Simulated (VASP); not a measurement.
Write the native input for VASP 6.6.1 that does the following.

```yaml
Task: single point
Functional: PBE
Potentials_or_basis: VASP PAW PBE potentials, release 64 (Os_sv_GW)
Cutoff: 560 eV
k_mesh: 13 × 13 × 13
Occupations: fermi-dirac, width 0.08 eV
Spin: no spin polarisation
Dipole_correction: no
Further_INCAR_settings: ALGO = Normal; EDIFF = 1e-06; NBANDS = 23
```

The structure of Os lies in POSCAR:

```
Os
1.0
    0.0000000000      2.3167980842      2.3167980842
    2.3167980842      0.0000000000      2.3167980842
    2.3167980842      2.3167980842      0.0000000000
Os
2
Direct
   -0.1250000000     -0.1250000000     -0.1250000000
    0.1250000000      0.1250000000      0.1250000000
```

This isn't the form of Os at room conditions, which is hcp.

The input as run:

INCAR

```
SYSTEM = Os
PREC = Accurate ; ENCUT = 560
EDIFF = 1E-6 ; ISMEAR = -1
SIGMA = 0.08 ; LREAL = .FALSE.
LASPH = .TRUE. ; NELM = 120
ALGO = Normal ; ISIF = 2
LWAVE = .FALSE. ; LCHARG = .TRUE.
GGA = PE ; LELF = .TRUE.
LVHAR = .TRUE. ; NBANDS = 23
GGA_COMPAT = .FALSE.
```

KPOINTS

```
regular mesh
0
G
  13 13 13
  0 0 0
```

Potentials or basis: VASP PAW PBE potentials, release 64 (Os_sv_GW).

Run with:

```bash
$ cat potpaw_PBE.64/Os_sv_GW/POTCAR > POTCAR
$ mpirun -np 1 vasp_std > vasp.out
```

Results of the run:

The pressure is 382.8 GPa and the band gap on the k mesh is zero (bands 16 and 17 overlap by 2.08 eV).

Caveat: atoms lie so close that the PAW spheres overlap strongly, which falsifies energies and pressures; the cell stands under pressure; spin-orbit coupling is left out, which moves the levels of the heavy elements.

Wall time 72 s on 1 thread of Intel(R) Xeon(R) Platinum 8175M CPU @ 2.50GHz (Skylake/Cascade Lake), with other jobs on the host, peak memory 0.19 GiB.
